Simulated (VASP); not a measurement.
# SiC (F-43m) in VASP: a series of runs, part 2 of 2

VASP 6.6.1. Earlier steps stand in the parts before.

## (3) Single point, HSE06

POSCAR reads:

```
SiC
1.0
    0.0000000000      2.1780523476      2.1780523476
    2.1780523476      0.0000000000      2.1780523476
    2.1780523476      2.1780523476      0.0000000000
Si C
1 1
Direct
    0.0000000000      0.0000000000      0.0000000000
    0.2500000000      0.2500000000      0.2500000000
```

INCAR.step1 reads:

```
PREC     = Accurate       # precision mode
ENCUT    = 520            # plane-wave cutoff, eV
EDIFF    = 1E-5           # SCF threshold, eV
ISMEAR   = 0              # smearing method
SIGMA    = 0.05           # smearing width, eV
LREAL    = F              # projectors in reciprocal space
LASPH    = T              # aspherical terms in the spheres
NELM     = 100            # most SCF steps
ALGO     = Normal         # electronic algorithm
ISIF     = 2              # what is computed and relaxed
LWAVE    = T              # write WAVECAR
GGA      = PE             # functional
NBANDS   = 11             # bands
```

INCAR.step2 reads:

```
PREC     = Accurate       # precision mode
ENCUT    = 520            # plane-wave cutoff, eV
EDIFF    = 1E-6           # SCF threshold, eV
ISMEAR   = 0              # smearing method
SIGMA    = 0.05           # smearing width, eV
LREAL    = F              # projectors in reciprocal space
LASPH    = T              # aspherical terms in the spheres
NELM     = 100            # most SCF steps
ALGO     = Normal         # electronic algorithm
ISIF     = 2              # what is computed and relaxed
LWAVE    = F              # write WAVECAR
LCHARG   = T              # write CHGCAR
GGA      = PE             # functional
LHFCALC  = T              # exact exchange
HFSCREEN = 0.2079         # screening, 1/A
PRECFOCK = Normal       
LELF     = T              # ELF
LVHAR    = T            
ISTART   = 1            
NBANDS   = 11             # bands
```

KPOINTS reads:

```
regular mesh
0
Gamma
  4 4 4
```

Potentials or basis: VASP PAW PBE potentials, release 64 (Si, C).

Run with:

```bash
$ cat potpaw_PBE.64/Si/POTCAR potpaw_PBE.64/C/POTCAR > POTCAR
$ cp INCAR.step1 INCAR
$ mpirun -np 1 vasp_std > vasp.out
$ cp INCAR.step2 INCAR
$ mpirun -np 1 vasp_std > vasp.out
```

OUTCAR:

```text
PREC = Accurate
   ENCUT = 520
   EDIFF = 1E-6
   ISMEAR = 0
   LREAL = F
   LASPH = T
   NELM = 100
   ISIF = 2
   GGA = PE
   LHFCALC = T
   HFSCREEN = 0.2079
   PRECFOCK = Normal
   ISTART = 1

 ion  position               nearest neighbor table
   1  0.000  0.000  0.000-   2 1.89   2 1.89   2 1.89   2 1.89
   2  0.250  0.250  0.250-   1 1.89   1 1.89   1 1.89   1 1.89

  LATTYP: Found a face centered cubic cell.
 ALAT       =     4.3561046952

  Lattice vectors:

 A1 = (   0.0000000000,   2.1780523476,   2.1780523476)
 A2 = (   2.1780523476,   0.0000000000,   2.1780523476)
 A3 = (   2.1780523476,   2.1780523476,   0.0000000000)

Analysis of symmetry for initial positions (statically):
=====================================================================
 Subroutine PRICEL returns:
 Original cell was already a primitive cell.

 Routine SETGRP: Setting up the symmetry group for a
 face centered cubic supercell.

 Subroutine GETGRP returns: Found 24 space group operations
 (whereof 24 operations were pure point group operations)
 out of a pool of 48 trial point group operations.

The static configuration has the point symmetry T_d .

Analysis of symmetry for dynamics (positions and initial velocities):
=====================================================================
 Subroutine PRICEL returns:
 Original cell was already a primitive cell.

 Routine SETGRP: Setting up the symmetry group for a
 face centered cubic supercell.

 Subroutine GETGRP returns: Found 24 space group operations
 (whereof 24 operations were pure point group operations)
 out of a pool of 48 trial point group operations.

The dynamic configuration has the point symmetry T_d .

 Subroutine INISYM returns: Found 24 space group operations
[... 109 lines left out ...]
   NKREDX  =     1    reduce k-point grid by
   NKREDY  =     1    reduce k-point grid by
   NKREDZ  =     1    reduce k-point grid by
   AEXX    =    0.2500 exact exchange contribution
   HFSCREEN=    0.2079 screening length (either q_TF or 0.3 A-1)
   HFSCREENC=   0.2079 screening length for correlation (either q_TF or 0.3 A-1)
   ENCUTFOCK=  -1.0 apply spherical cutoff to Coloumb kernel
   IVDW    =     0    specifies the selected vdW correction
   LEPSILON=     F    determine dielectric tensor
   LRPA    =     F    only Hartree local field effects (RPA)
 non-spin polarized calculation
 Gauss-broadening in eV      SIGMA  =   0.05
  energy-cutoff  :      520.00
  volume of cell :       20.66
 maximum number of plane-waves:       568
 NGX is ok and might be reduce to    24
  NGX = 18; NGY = 18; NGZ = 18

 number of electron       8.0000001 magnetization

 Free energy of the ion-electron system (eV)
  ---------------------------------------------------
  ext. energy  EPLUGINS =         0.00000000
  ---------------------------------------------------
  free energy    TOTEN  =       -17.31015453 eV

  energy without entropy =      -17.31015453  energy(sigma->0) =      -17.31015453

 E-fermi :   7.7951     XC(G=0):  -9.3506

 val. band max:        7.5324508735   @ k =   0.0000   0.0000   0.0000
 cond. band min:       9.7676821499   @ k =   0.5000   0.5000   0.0000
 fundamental gap:      2.2352312764
 Fermi energy:         7.7951167810

 k-point     1 :       0.0000    0.0000    0.0000
  band No.  band energies     occupation
      1      -9.4577      2.00000
      2       7.5325      2.00000
      3       7.5325      2.00000
      4       7.5325      2.00000
      5      15.1188      0.00000
      6      16.1159      0.00000
      7      16.1159      0.00000
      8      16.1159      0.00000
      9      23.6043      0.00000
     10      23.6043      0.00000
     11      25.5203      0.00000
[... 85 lines left out ...]
 k-point     8 :      -0.2500    0.5000    0.2500
  band No.  band energies     occupation
      1      -3.7814      2.00000
      2      -0.1503      2.00000
      3       2.0890      2.00000
      4       2.4762      2.00000
      5      13.8657      0.00000
      6      18.4422      0.00000
      7      18.5719      0.00000
      8      18.5878      0.00000
      9      23.7101      0.00000
     10      26.8411      0.00000
     11      30.6690      0.00000

------------------------ aborting loop because EDIFF is reached ----------------------------------------

  FORCE on cell =-STRESS in cart. coord.  units (eV):
  Direction    XX          YY          ZZ          XY          YZ          ZX
  --------------------------------------------------------------------------------------
  -------------------------------------------------------------------------------------
  Total       -0.1519966     -0.1519966     -0.1519966      0.0000000      0.0000000     -0.0000000
  in kB      -11.7844525    -11.7844525    -11.7844525      0.0000000      0.0000000     -0.0000000
  external PRESSURE =     -11.7844525 kB  Pullay stress =       0.0000000 kB

 VOLUME and BASIS-vectors are now :
 -----------------------------------------------------------------------------
  energy-cutoff  :      520.00
  volume of cell :       20.66
      direct lattice vectors                 reciprocal lattice vectors
     0.000000000  2.178052348  2.178052348    -0.229562894  0.229562894  0.229562894
     2.178052348  0.000000000  2.178052348     0.229562894 -0.229562894  0.229562894
     2.178052348  2.178052348  0.000000000     0.229562894  0.229562894 -0.229562894

 POSITION                                       TOTAL-FORCE (eV/Angst)
 -----------------------------------------------------------------------------------
      0.00000      0.00000      0.00000        -0.000000     -0.000000     -0.000000
      1.08903      1.08903      1.08903         0.000000      0.000000      0.000000
 -----------------------------------------------------------------------------------
    total drift:                                0.000000      0.000001      0.000001

  FREE ENERGIE OF THE ION-ELECTRON SYSTEM (eV)
  ---------------------------------------------------
  free  energy   TOTEN  =       -17.3101545264 eV

  energy  without entropy=      -17.3101545264  energy(sigma->0) =      -17.31015453
```

Run time: 35 s. Hardware: 1 thread of Intel Xeon Platinum 8488C (Sapphire Rapids), shared host; peak memory 0.23 GiB.

What came out:

```
Free energy            : -17.3102 eV
Pressure               : -1.2 GPa
Band gap on the k mesh : 2.24 eV, indirect (least direct gap 5.75 eV)
```

Levels at points of the mesh, in eV from the valence-band top:
```csv
k point,band 1,band 2,band 3,band 4,band 5,band 6,band 7,band 8
"(0.00, 0.00, 0.00)",-16.99,0.00,0.00,0.00,7.59,8.58,8.58,8.58
"(0.50, 0.00, 0.00)",-13.13,-9.36,-1.16,-1.16,6.66,8.47,8.47,11.56
"(0.50, 0.50, 0.00)",-11.56,-8.54,-3.51,-3.51,2.24,5.38,15.95,15.95
```

Caveat: the k points lie up to 0.62 Å⁻¹ apart; the PAW data sets were made with another functional, which shifts forces and pressure a little.
